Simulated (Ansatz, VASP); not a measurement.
# One calculation of BiAsSe, two programs

```xyz
3
Lattice="4.7304 0.0000 0.0000 0.0000 4.7304 0.0000 0.0000 0.0000 3.7944" Properties=species:S:1:pos:R:3 pbc="T T T"
Bi    0.0000    0.0000    2.2922
As    2.3652    2.3652    0.5207
Se    2.3652    2.3652    2.9602
```

Alike in both runs: task relaxation of cell and atoms; functional PBE; k mesh 4 × 4 × 4; occupations gaussian, width 0.1 eV; no spin polarisation.

|  | VASP | Ansatz |
| --- | --- | --- |
| version | VASP 6.6.1 | Ansatz 0.2.0 |
| potentials or method | VASP PAW PBE potentials, release 64 (Bi_d, As, Se), cutoff 600 eV | scalar-relativistic, plane waves, PAW |
| valence electrons in the cell | 26 | 46 |

```tsv
	VASP	Ansatz	Ansatz less VASP
gap on the k mesh at the Fermi level, each at its own relaxed structure (eV)	none	none	-
relaxed volume (Å³/atom)	30.88	28.08	-2.807
relaxed cell length with the largest relative difference (Å)	4.052	3.917	-0.1350
```

A gap of «none» marks a metal or a gap that the smearing closes. One of these differences is far larger than is usual between the two programs; its cause wasn't traced. VASP's potentials hold 26 valence electrons a cell and Ansatz's 46, so a difference there can come from the potentials and not from the codes.

The k mesh is coarse, so the values compare programs but aren't converged. Neither program's run includes spin-orbit coupling.
